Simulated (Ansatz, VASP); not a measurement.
**One calculation of K2S, two programs**

File INCAR:

```
SYSTEM = K2S
PREC = Accurate
ENCUT = 500
EDIFF = 1E-6
ISMEAR = 0
SIGMA = 0.01
LREAL = .FALSE.
LASPH = .TRUE.
NELM = 120
ALGO = Normal
ISIF = 2
LWAVE = .FALSE.
LCHARG = .TRUE.
GGA = PS
LELF = .TRUE.
LVHAR = .TRUE.
NBANDS = 19
GGA_COMPAT = .FALSE.
```

The input KPOINTS:

```
Automatic mesh
0
G
  6 6 6
  0 0 0
```

Contents of POSCAR:

```
K2S
1.0
    3.8325153726      3.8325153726      0.0000000000
   -3.8325153726      3.8325153726      0.0000000000
    0.0000000000      3.8325153726      3.8325153726
K S
2 1
Direct
    0.2500000000      0.7500000000      0.5000000000
    0.7500000000      0.2500000000      0.5000000000
    0.0000000000      0.0000000000      0.0000000000
```

Input for Ansatz:

```yaml
crystal:
  lattice:
    - [3.83251537261, 3.83251537261, 0.0]
    - [-3.83251537261, 3.83251537261, 0.0]
    - [0.0, 3.83251537261, 3.83251537261]
  atoms:
    - { symbol: K, position: [0.25, 0.75, 0.5] }
    - { symbol: K, position: [0.75, 0.25, 0.5] }
    - { symbol: S, position: [0.0, 0.0, 0.0] }
kpoints:
  mp_grid: { grid: [6, 6, 6] }
scf:
  occupations: { method: fixed }
  convergence: { dr2_threshold: 1.0e-10 }
hamiltonian:
  xc: pbesol
  pseudopotentials: { kind: all_electron, lapw: { basis_error: 0.0005 } }
output:
  forces: true
  stress: true
  eigenstates:
    kpoints:
      - [0.0, 0.0, 0.0]
      - [-0.5, 0.5, 0.0]
      - [-0.5, -0.5, -0.5]
      - [0.0, 0.0, -0.5]
      - [0.0, -0.5, -0.5]
      - [0.0, 0.5, 0.0]
      - [-0.5, 0.0, 0.0]
      - [-0.5, 0.0, -0.5]
  eigenvalues: true
```

Alike in both runs: task single point; functional PBEsol; k mesh 6 × 6 × 6; no spin polarisation.

```csv
,VASP,Ansatz
version,VASP 6.6.1,Ansatz 0.2.0
potentials or method,"VASP PAW PBE potentials, release 64 (K_sv, S), cutoff 500 eV","all-electron LAPW, scalar-relativistic"
occupations,"gaussian, width 0.01 eV",fixed
```

Ansatz gave:

```
gap on the k mesh at the Fermi level (eV) : 2.04
pressure (GPa)                            : -2.0
```

Problem. Which values does VASP return?

Solution. gap on the k mesh at the Fermi level (eV): 2.04; pressure (GPa): -1.9.

VASP's potentials were made for PBE, not for PBEsol. Ansatz ran all-electron here, and VASP with PAW potentials.
